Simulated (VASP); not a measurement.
Set up this calculation in VASP 6.6.1, as the native input.

| Quantity | Value |
| --- | --- |
| Task | electric field gradients |
| Functional | PBE |
| Potentials or basis | VASP PAW PBE potentials, release 64 (Zn, O) |
| Cutoff | 520 eV |
| k mesh | 10 × 10 × 10 |
| Occupations | fermi-dirac, width 0.03 eV |
| Spin | no spin polarisation |
| Dipole correction | no |
| Further INCAR settings | ALGO = Normal; EDIFF = 1e-08; NBANDS = 16 |

The structure of ZnO lies in POSCAR:

```
ZnO
1.0
    0.0000000000      2.1400000000      2.1400000000
    2.1400000000      0.0000000000      2.1400000000
    2.1400000000      2.1400000000      0.0000000000
Zn O
1 1
Direct
    0.0000000000      0.0000000000      0.0000000000
    0.5000000000      0.5000000000      0.5000000000
```

These files were run (other wordings do the same):

INCAR

```
SYSTEM = ZnO
PREC     = Accurate       ! precision mode
ENCUT    = 520            ! plane-wave cutoff, eV
EDIFF    = 1E-8           ! SCF threshold, eV
ISMEAR   = -1             ! smearing method
SIGMA    = 0.03           ! smearing width, eV
LREAL    = .FALSE.        ! projectors in reciprocal space
LASPH    = .TRUE.         ! aspherical terms in the spheres
NELM     = 80             ! most SCF steps
ALGO     = Normal         ! electronic algorithm
ISIF     = 2              ! what is computed and relaxed
LWAVE    = .FALSE.        ! write WAVECAR
LCHARG   = .FALSE.        ! write CHGCAR
GGA      = PE             ! functional
LEFG     = .TRUE.       
NBANDS   = 16             ! bands
```

KPOINTS

```
Automatic mesh
0
G
  10 10 10
  0 0 0
```

Potentials or basis: VASP PAW PBE potentials, release 64 (Zn, O).

Launch:

```console
$ cat potpaw_PBE.64/Zn/POTCAR potpaw_PBE.64/O/POTCAR > POTCAR
$ mpirun -np 1 vasp_std > vasp.out
```

Results of the run:

```yaml
Pressure: 7.4 GPa
Band_gap_on_the_k_mesh: 0.88 eV, indirect (least direct gap 2.24 eV)
```

Caveat: without QUAD_EFG the Cq values of the log hold for a quadrupole moment of 1 mb, not for the nuclei.

Run time: 16 s on 1 thread of AMD EPYC 7R13 Processor (Zen 3), with other jobs on the host, peak memory 0.11 GiB.
